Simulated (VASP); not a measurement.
# Al3Cu2 (P-3m1) in VASP: further runs

The runs below take Al3Cu2 through single point, with PBEsol.

Program: VASP 6.6.1. These are calculated values, not measurements. Logs are shortened: lines on timing, memory, paths and dates and some standing lists are left out, and cuts for length are marked.

## Step 1: The cell of the first run

It takes space group P-3m1 (No. 164, trigonal). Conventional cell: a = 4.092 Å, b = 4.092 Å, c = 4.993 Å, α = 90.00°, β = 90.00°, γ = 120.00°. Al (site symmetry -3m) has 6 Cu at 2.49 Å and 6 Al at 2.94 Å within 3.3 Å. Within 3.2 Å of Al (site symmetry 3m) lie 5 Cu at 2.44 to 2.55 Å and 6 Al at 2.80 to 2.94 Å. Within 3.2 Å of Cu (site symmetry 3m) lie 8 Al at 2.44 to 2.55 Å and 3 Cu at 2.85 Å.

## Step 2: Single point, PBEsol

The input, INCAR:

```
SYSTEM = Al3Cu2
  PREC = Accurate
  ENCUT = 520
  EDIFF = 1E-7
  ISMEAR = 0
  SIGMA = 0.1
  LREAL = .FALSE.
  LASPH = .TRUE.
  NELM = 100
  ALGO = Fast
  ISIF = 2
  LWAVE = .FALSE.
  LCHARG = .TRUE.
  GGA = PS
  LELF = .TRUE.
  LVHAR = .TRUE.
  NBANDS = 24
  ISYM = 0
```

The input, KPOINTS:

```
Automatic mesh
0
Gamma
  6 6 4
  0.5 0.5 0.5
```

The input, POSCAR:

```
Al3Cu2
1.0
    4.0919516368      0.0000000000      0.0000000000
   -2.0459758184      3.5437340685      0.0000000000
    0.0000000000      0.0000000000      4.9927787000
Al Cu
3 2
Direct
    0.0000000000      0.0000000000      0.0000000000
    0.3333333333      0.6666666667      0.3499253500
    0.6666666667      0.3333333333      0.6500746500
    0.3333333333      0.6666666667      0.8395121300
    0.6666666667      0.3333333333      0.1604878700
```

Potentials or basis: VASP PAW PBE potentials, release 64 (Al, Cu).

Command:

```sh
$ cat potpaw_PBE.64/Al/POTCAR potpaw_PBE.64/Cu/POTCAR > POTCAR
$ mpirun -np 1 vasp_std > vasp.out
```

OUTCAR:

```text
SYSTEM = Al3Cu2
   PREC = Accurate
   ENCUT = 520
   EDIFF = 1E-7
   ISMEAR = 0
   LREAL = .FALSE.
   LASPH = .TRUE.
   NELM = 100
   ISIF = 2
   GGA = PS
   ISYM = 0

 ion  position               nearest neighbor table
   1  0.000  0.000  0.000-   4 2.49   5 2.49   4 2.49   5 2.49   5 2.49   4 2.49   2 2.94   3 2.94
                             2 2.94   3 2.94   2 2.94   3 2.94
   2  0.333  0.667  0.350-   4 2.44   5 2.54   5 2.54   5 2.54   4 2.55   3 2.80   3 2.80   3 2.80
                             1 2.94   1 2.94   1 2.94
   3  0.667  0.333  0.650-   5 2.44   4 2.54   4 2.54   4 2.54   5 2.55   2 2.80   2 2.80   2 2.80
                             1 2.94   1 2.94   1 2.94
   4  0.333  0.667  0.840-   2 2.44   1 2.49   1 2.49   1 2.49   3 2.54   3 2.54   3 2.54   2 2.55

   5  0.667  0.333  0.160-   3 2.44   1 2.49   1 2.49   1 2.49   2 2.54   2 2.54   2 2.54   3 2.55

IMPORTANT INFORMATION: All symmetrisations will be switched off!
NOSYMM: (Re-)initialisation of all symmetry stuff for point group C_1.

----------------------------------------------------------------------------------------

                                     Primitive cell

  volume of cell :      72.3992

  direct lattice vectors                    reciprocal lattice vectors
     4.091951637  0.000000000  0.000000000     0.244382165  0.141094109  0.000000000
    -2.045975818  3.543734069  0.000000000     0.000000000  0.282188217  0.000000000
     0.000000000  0.000000000  4.992778700     0.000000000  0.000000000  0.200289270

  length of vectors
     4.091951637  4.091951637  4.992778700     0.282188217  0.282188217  0.200289270

  position of ions in fractional coordinates (direct lattice)
     0.000000000  0.000000000  0.000000000
     0.333333333  0.666666667  0.349925350
     0.666666667  0.333333333  0.650074650
     0.333333333  0.666666667  0.839512130
     0.666666667  0.333333333  0.160487870

  ion indices of the primitive-cell ions
   primitive index   ion index
                 1           1
                 2           2
                 3           3
                 4           4
                 5           5

----------------------------------------------------------------------------------------

 KPOINTS: Automatic mesh

Automatic generation of k-mesh.
 Grid dimensions read from file:
 generate k-points for:    6    6    4

 Generating k-lattice:

  Cartesian coordinates                     Fractional coordinates (reciprocal lattice)
     0.040730361  0.023515685  0.000000000     0.166666667  0.000000000  0.000000000
     0.000000000  0.047031370  0.000000000     0.000000000  0.166666667  0.000000000
     0.000000000  0.000000000  0.050072317     0.000000000  0.000000000  0.250000000

  Length of vectors
     0.047031370  0.047031370  0.050072317

  Shift w.r.t. Gamma in fractional coordinates (k-lattice)
     0.500000000  0.500000000  0.500000000

 Subroutine IBZKPT returns following result:
 ===========================================

 Found    216 irreducible k-points:

 Following reciprocal coordinates:
            Coordinates               Weight
  0.083333  0.083333  0.125000      2.000000
 -0.083333  0.166667  0.125000      2.000000
 -0.166667  0.083333  0.125000      2.000000
 -0.083333 -0.083333  0.125000      2.000000
  0.083333 -0.166667  0.125000      2.000000
  0.166667 -0.083333  0.125000      2.000000
[... 16 lines left out ...]
  0.083333  0.500000  0.125000      2.000000
  0.500000 -0.416667  0.125000      2.000000
 [... further k-points ...]
   k-points           NKPTS =    216   k-points in BZ     NKDIM =    216   number of bands    NBANDS=     24
   number of dos      NEDOS =    301   number of ions     NIONS =      5
   total plane-waves  NPLWV =  36000
   dimension x,y,z NGX =    30 NGY =   30 NGZ =   40
   dimension x,y,z NGXF=    60 NGYF=   60 NGZF=   80
   ions per type =               3   2
   NGX,Y,Z   is equivalent  to a cutoff of  12.19, 12.19, 13.32 a.u.
   NGXF,Y,Z  is equivalent  to a cutoff of  24.38, 24.38, 26.64 a.u.
 SYSTEM =  Al3Cu2
   PREC   = accura    normal or accurate (medium, high low for compatibility)
   ISTART =      0    job   : 0-new  1-cont  2-samecut
   ICHARG =      2    charge: 1-file 2-atom 10-const
   ISPIN  =      1    spin polarized calculation?
   LNONCOLLINEAR =      F non collinear calculations
   LSORBIT =      F    spin-orbit coupling
   LASPH  =      T    aspherical Exc in radial PAW
   ENCUT  =  520.0 eV  38.22 Ry    6.18 a.u.   7.61  7.61  9.28*2*pi/ulx,y,z
   NELM   =    100;   NELMIN=  2; NELMDL= -5     # of ELM steps
   EDIFF  = 0.1E-06   stopping-criterion for ELM
   LREAL  =      F    real-space projection
   EDIFFG = 0.1E-05   stopping-criterion for IOM
   NSW    =      0    number of steps for IOM
   IBRION =     -1    ionic relax: 0-MD 1-quasi-New 2-CG
   NFREE  =      0    steps in history (QN), initial steepest desc. (CG)
   ISIF   =      2    stress and relaxation
   ISYM   =      0    0-nonsym 1-usesym 2-fastsym
   POTIM  = 0.5000    time-step for ionic-motion
   TEBEG  =    0.0;   TEEND  =   0.0 temperature during run
   PSTRESS=    0.0 pullay stress
   NELECT =      31.0000    total number of electrons
   NUPDOWN=      -1.0000    fix difference up-down
   EMIN   =  10.00;   EMAX   =-10.00  energy-range for DOS
   EFERMI =   0.00;   METHOD = LEGACY
   ISMEAR =     0;   SIGMA  =   0.10  broadening in eV -4-tet -1-fermi 0-gaus
   EFERMI_NEDOS =   21; number of points for ismear=-14 and -15
   IALGO  =     68    algorithm
   IMIX   =      4    mixing-type and parameters
     AMIX     =   0.40;   BMIX     =  1.00
     AMIX_MAG =   1.60;   BMIX_MAG =  1.00
  volume/ion in A,a.u.               =      14.48        97.71
  Fermi-wavevector in a.u.,A,eV,Ry     =   1.233912  2.331755 20.715388  1.522538
  Thomas-Fermi vector in A             =   2.368623
   LORBIT       =      0    0 simple, 1 ext, 2 COOP (PROOUT), +10 PAW based schemes
   GGA     = PS    functional components
   LHFCALC =     F    Hartree Fock is set to
   AEXX    =    0.0000 exact exchange contribution
   IVDW    =     0    specifies the selected vdW correction
   LEPSILON=     F    determine dielectric tensor
   LRPA    =     F    only Hartree local field effects (RPA)
 non-spin polarized calculation
 RMM-DIIS sequential band-by-band and
 Gauss-broadening in eV      SIGMA  =   0.10
  energy-cutoff  :      520.00
  volume of cell :       72.40
 maximum number of plane-waves:      1966
   NGX = 15   NGY = 15   NGZ = 19

 number of electron      30.9999996 magnetization

 Free energy of the ion-electron system (eV)
  ---------------------------------------------------
  ext. energy  EPLUGINS =         0.00000000
  ---------------------------------------------------
  free energy    TOTEN  =       -21.72104010 eV

  energy without entropy =      -21.71449020  energy(sigma->0) =      -21.71776515

 E-fermi :   8.3165     XC(G=0): -11.0723

 val. band max:        8.3093271238   @ k =   0.3333  -0.0833  -0.1250
 cond. band min:       8.3391973724   @ k =  -0.1667   0.0833   0.3750
 fundamental gap:      0.0298702486
 Fermi energy:         8.3165363225

 k-point     1 :       0.0833    0.0833    0.1250
  band No.  band energies     occupation
      1      -2.6247      2.00000
      2       1.4650      2.00000
      3       2.5420      2.00000
      4       2.9753      2.00000
      5       3.0096      2.00000
      6       3.2674      2.00000
[... 16 lines left out ...]
     23      13.7999      0.00000
     24      14.0623      0.00000

 k-point     2 :      -0.0833    0.1667    0.1250
  band No.  band energies     occupation
      1      -2.6247      2.00000
      2       1.4650      2.00000
      3       2.5420      2.00000
      4       2.9753      2.00000
      5       3.0096      2.00000
      6       3.2674      2.00000
[... 16 lines left out ...]
     23      13.7999      0.00000
     24      14.0625      0.00000

 k-point     3 :      -0.1667    0.0833    0.1250
  band No.  band energies     occupation
      1      -2.6247      2.00000
      2       1.4650      2.00000
      3       2.5420      2.00000
      4       2.9753      2.00000
      5       3.0096      2.00000
      6       3.2674      2.00000
[... 16 lines left out ...]
     23      13.8000      0.00000
     24      14.0623      0.00000

 k-point     4 :      -0.0833   -0.0833    0.1250
  band No.  band energies     occupation
      1      -2.6247      2.00000
      2       1.4650      2.00000
      3       2.5420      2.00000
      4       2.9753      2.00000
      5       3.0096      2.00000
      6       3.2674      2.00000
[... 16 lines left out ...]
     23      13.7999      0.00000
     24      14.0622      0.00000

 k-point     5 :       0.0833   -0.1667    0.1250
  band No.  band energies     occupation
      1      -2.6247      2.00000
      2       1.4650      2.00000
      3       2.5420      2.00000
      4       2.9753      2.00000
      5       3.0096      2.00000
      6       3.2674      2.00000
[... 16 lines left out ...]
     23      13.7999      0.00000
     24      14.0622      0.00000

 k-point     6 :       0.1667   -0.0833    0.1250
  band No.  band energies     occupation
      1      -2.6247      2.00000
      2       1.4650      2.00000
      3       2.5420      2.00000
      4       2.9753      2.00000
      5       3.0096      2.00000
      6       3.2674      2.00000
[... 16 lines left out ...]
     23      13.7999      0.00000
     24      14.0622      0.00000
[... 379 lines left out ...]
 k-point    21 :       0.5000    0.4167    0.1250
  band No.  band energies     occupation
      1      -0.4687      2.00000
      2       0.5658      2.00000
      3       2.1848      2.00000
      4       2.8187      2.00000
      5       3.3032      2.00000
      6       3.3354      2.00000
[... 16 lines left out ...]
     23      15.8474      0.00000
     24      17.3527      0.00000

 k-point    22 :      -0.4167   -0.0833    0.1250
  band No.  band energies     occupation
      1      -0.4590      2.00000
      2       0.5427      2.00000
      3       2.1272      2.00000
      4       3.0246      2.00000
      5       3.2335      2.00000
      6       3.3037      2.00000
[... 16 lines left out ...]
     23      15.6532      0.00000
     24      17.2382      0.00000

 k-point    23 :       0.0833    0.5000    0.1250
  band No.  band energies     occupation
      1      -0.4687      2.00000
      2       0.5658      2.00000
      3       2.1848      2.00000
      4       2.8187      2.00000
      5       3.3032      2.00000
      6       3.3354      2.00000
[... 16 lines left out ...]
     23      15.8474      0.00000
     24      17.3527      0.00000

 k-point    24 :       0.5000   -0.4167    0.1250
  band No.  band energies     occupation
      1      -0.4590      2.00000
      2       0.5427      2.00000
      3       2.1272      2.00000
      4       3.0246      2.00000
      5       3.2335      2.00000
      6       3.3037      2.00000
[... 16 lines left out ...]
     23      15.6532      0.00000
     24      17.2382      0.00000

 [... further k-points ...]
[... 5 lines left out ...]
  --------------------------------------------------------------------------------------
  -------------------------------------------------------------------------------------
  Total        0.4363644      0.4363571     -0.2164462     -0.0000083     -0.0000041      0.0000036
  in kB        9.6566372      9.6564766     -4.7899023     -0.0001836     -0.0000914      0.0000788
  external PRESSURE =       4.8410705 kB  Pullay stress =       0.0000000 kB

 VOLUME and BASIS-vectors are now :
 -----------------------------------------------------------------------------
  energy-cutoff  :      520.00
  volume of cell :       72.40
      direct lattice vectors                 reciprocal lattice vectors
     4.091951637  0.000000000  0.000000000     0.244382165  0.141094109  0.000000000
    -2.045975818  3.543734069  0.000000000     0.000000000  0.282188217  0.000000000
     0.000000000  0.000000000  4.992778700     0.000000000  0.000000000  0.200289270

 POSITION                                       TOTAL-FORCE (eV/Angst)
 -----------------------------------------------------------------------------------
      0.00000      0.00000      0.00000         0.000000      0.000000      0.000007
     -0.00000      2.36249      1.74710         0.000000     -0.000001      0.035229
      2.04598      1.18124      3.24568        -0.000001      0.000000     -0.035246
     -0.00000      2.36249      4.19150        -0.000000      0.000000      0.057641
      2.04598      1.18124      0.80128         0.000000     -0.000000     -0.057630
 -----------------------------------------------------------------------------------
    total drift:                                0.000000      0.000000      0.000021

  FREE ENERGIE OF THE ION-ELECTRON SYSTEM (eV)
  ---------------------------------------------------
  free  energy   TOTEN  =       -21.7210400973 eV

  energy  without entropy=      -21.7144902015  energy(sigma->0) =      -21.71776515
```

It took 4.6 min on 1 thread of Intel Xeon 6975P-C (Granite Rapids), shared host; peak memory 0.41 GiB.

What came out:

* Free energy: -21.7210 eV
* Pressure: 0.5 GPa
* Largest force: 0.058 eV/Å
* Band gap on the k mesh: zero (an odd number of electrons rules out a gap without spin polarisation)

Forces in eV/Å, atoms in the order of the input:
```
Al   0.000  0.000  0.000
Al   0.000  0.000  0.035
Al   0.000  0.000 -0.035
Cu   0.000  0.000  0.058
Cu   0.000  0.000 -0.058
```

Caveat: the PAW data sets were made with another functional, which shifts forces and pressure a little.

## Step 3: Single point, PBEsol

The input, INCAR:

```
SYSTEM = Al3Cu2
PREC = Accurate
ENCUT = 520
EDIFF = 1E-7
ISMEAR = 0
SIGMA = 0.1
LREAL = .False.
LASPH = .True.
NELM = 60
ALGO = Fast
ISIF = 2
LWAVE = .False.
LCHARG = .False.
GGA = PS
NBANDS = 24
```

The input, KPOINTS:

```
regular mesh
0
Gamma
  12 12 6
  0 0 0
```

POSCAR is that of step 2.

Potentials or basis: VASP PAW PBE potentials, release 64 (Al, Cu).

Command:

```sh
$ cat potpaw_PBE.64/Al/POTCAR potpaw_PBE.64/Cu/POTCAR > POTCAR
$ mpirun -np 1 vasp_std > vasp.out
```

It took 2 min on 1 thread of Intel Xeon 6975P-C (Granite Rapids), shared host; peak memory 0.28 GiB.

The run converged. Its results:

```
Free energy            : -21.7112 eV
Pressure               : 0.5 GPa
Largest force          : 0.059 eV/Å
Band gap on the k mesh : zero (an odd number of electrons rules out a gap without spin polarisation)
```

Forces in eV/Å, atoms in the order of the input:
```
Al   0.000  0.000  0.000
Al   0.000  0.000  0.044
Al   0.000  0.000 -0.044
Cu   0.000  0.000  0.059
Cu   0.000  0.000 -0.059
```

Stress tensor (GPa, compression positive):
```
0.64 0.00 0.00
0.00 0.64 0.00
0.00 0.00 0.32
```

Levels at points of the mesh, in eV from the Fermi level:
| k point | band 12 | band 13 | band 14 | band 15 | band 16 | band 17 | band 18 | band 19 |
| --- | --- | --- | --- | --- | --- | --- | --- | --- |
| (0.00, 0.00, 0.00) | -3.66 | -3.59 | -0.13 | -0.13 | 1.39 | 1.39 | 2.58 | 2.94 |
| (0.50, 0.00, 0.00) | -4.06 | -3.00 | -2.95 | -2.53 | -0.75 | -0.03 | 0.42 | 3.03 |
| (0.00, 0.00, 0.50) | -4.14 | 1.24 | 1.24 | 1.38 | 1.38 | 1.83 | 2.47 | 2.47 |
| (0.50, 0.00, 0.50) | -4.17 | -4.10 | -3.49 | -1.71 | -0.13 | 0.80 | 0.99 | 5.16 |

Caveat: the PAW data sets were made with another functional, which shifts forces and pressure a little.

## Step 4: Single point, PBEsol

The input, INCAR:

```
SYSTEM = Al3Cu2
ALGO     = Fast           ! electronic algorithm
EDIFF    = 1E-6           ! SCF threshold, eV
ENCUT    = 520            ! plane-wave cutoff, eV
GGA      = PS             ! functional
ISIF     = 2              ! what is computed and relaxed
ISMEAR   = 0              ! smearing method
ISYM     = 0            
LASPH    = .TRUE.         ! aspherical terms in the spheres
LCHARG   = .FALSE.        ! write CHGCAR
LREAL    = .FALSE.        ! projectors in reciprocal space
LWAVE    = .FALSE.        ! write WAVECAR
NBANDS   = 24             ! bands
NELM     = 60             ! most SCF steps
PREC     = Accurate       ! precision mode
SIGMA    = 0.1            ! smearing width, eV
```

The input, KPOINTS:

```
Automatic mesh
0
Gamma
  6 6 6
  0.5 0.5 0.5
```

POSCAR is that of step 3.

Command:

```sh
$ cat potpaw_PBE.64/Al/POTCAR potpaw_PBE.64/Cu/POTCAR > POTCAR
$ mpirun -np 1 vasp_std > vasp.out
```

It took 6.7 min on 1 thread of Intel Xeon 6975P-C (Granite Rapids), shared host; peak memory 0.55 GiB.

It converged, with:

- Free energy: -21.7227 eV
- Pressure: 0.4 GPa
- Largest force: 0.062 eV/Å
- Band gap on the k mesh: zero (an odd number of electrons rules out a gap without spin polarisation)

Forces in eV/Å, atoms in the order of the input:
```
Al   0.000  0.000  0.000
Al   0.000  0.000  0.019
Al   0.000  0.000 -0.019
Cu   0.000  0.000  0.062
Cu   0.000  0.000 -0.062
```

Stress tensor (GPa, compression positive):
```
0.38 0.00 0.00
0.00 0.38 0.00
0.00 0.00 0.58
```

Levels at points of the mesh, in eV from the Fermi level:
```tsv
k point	band 12	band 13	band 14	band 15	band 16	band 17	band 18	band 19	band 20	band 21
(0.08, 0.08, 0.08)	-3.95	-2.93	-1.71	-1.30	1.48	1.88	2.98	3.46	4.23	4.59
```

Caveat: the PAW data sets were made with another functional, which shifts forces and pressure a little.

## Step 5: The runs side by side

```csv
k mesh,gap on the mesh (eV),pressure (GPa),largest force (eV/Å)
"6 × 6 × 4, shifted",none,0.5,0.06
12 × 12 × 6,none,0.5,0.06
"6 × 6 × 6, shifted",none,0.4,0.06
```

Alike in all rows: task single point; level PBEsol; potentials or basis VASP PAW PBE potentials, release 64 (Al, Cu); no spin polarisation; cell as given; cutoff (eV) 520; smearing gaussian 0.1 eV.

Caveats: the PAW data sets were made with another functional, which shifts forces and pressure a little.

Absolute energies hang on the potentials; compare differences alone.
